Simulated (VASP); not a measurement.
The system is ZnS.

```xyz
12
Lattice="3.8868 0.0000 0.0000 -1.9434 3.3660 0.0000 0.0000 0.0000 19.0566" Properties=species:S:1:pos:R:3 pbc="T T T"
Zn    0.0000    2.2440   15.8804
Zn    1.9434    1.1220    6.3521
Zn    1.9434    1.1220   12.7044
Zn    0.0000    2.2440    3.1762
Zn    0.0000    0.0000    9.5283
Zn    0.0000    0.0000    0.0000
S     0.0000    2.2440   18.2625
S     1.9434    1.1220    8.7342
S     1.9434    1.1220   15.0865
S     0.0000    2.2440    5.5582
S     0.0000    0.0000   11.9103
S     0.0000    0.0000    2.3821
```

Base run:

- Program: VASP 6.6.1
- Functional: PBEsol
- Dispersion: D3(BJ)
- Potentials or basis: VASP PAW PBE potentials, release 64 (Zn, S)
- Cutoff: 520 eV
- k mesh: 8 × 8 × 2
- Occupations: fermi-dirac, width 0.05 eV
- Spin: no spin polarisation

Its results: band gap on the k mesh 1.78 eV; pressure -6.9 GPa; largest force 0.025 eV/Å.

Task: The run is repeated on the same cell with these changes: functional from PBEsol to RPBE. What comes out?

Result: Band gap on the k mesh 2.08 eV; pressure -8.5 GPa; largest force 0.023 eV/Å.

Caveats: the cell stands under tension; the PAW data sets were made with another functional, which shifts forces and pressure a little; the dispersion term is far too large for a dense solid, which distorts pressure and volume (at least some runs).

A k mesh can miss the band edges.
